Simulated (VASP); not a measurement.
Input of a VASP 6.6.1 run:

INCAR

```
ALGO = Normal
EDIFF = 1E-7
ENCUT = 520
GGA = PE
ISIF = 2
ISMEAR = -1
LASPH = T
LCHARG = F
LREAL = F
LWAVE = F
NBANDS = 21
NELM = 100
PREC = Accurate
SIGMA = 0.02
```

Contents of KPOINTS:

```
k-points
0
Gamma
  8 8 8
```

Contents of POSCAR:

```
Ge
1.0
    0.0208510203      2.8368735119      2.8368735119
    2.8368735119      0.0208510203      2.8368735119
    2.8577245322      2.8577245322      0.0000000000
Ge
2
Direct
    0.0009085316      0.0009085316     -0.0009085316
    0.2490914684      0.2490914684      0.2509085316
```

Potentials or basis: VASP PAW PBE potentials, release 64 (Ge_d).

Run with:

```bash
$ cat potpaw_PBE.64/Ge_d/POTCAR > POTCAR
$ mpirun -np 1 vasp_std > vasp.out
```

Task: Estimate the band gap on the k mesh.

Result: 0.06 eV.

Task: Predict the pressure.

Result: 3.0 GPa.

Task: Estimate the largest force.

Result: 0.025 eV/Å.

Stress tensor (GPa, compression positive):
```
 2.99 -0.90  0.00
-0.90  2.99  0.00
 0.00  0.00  3.01
```

Caveat: the cell differs from its parent crystal (shear xy strain +1.5%). A k mesh can miss the band edges.
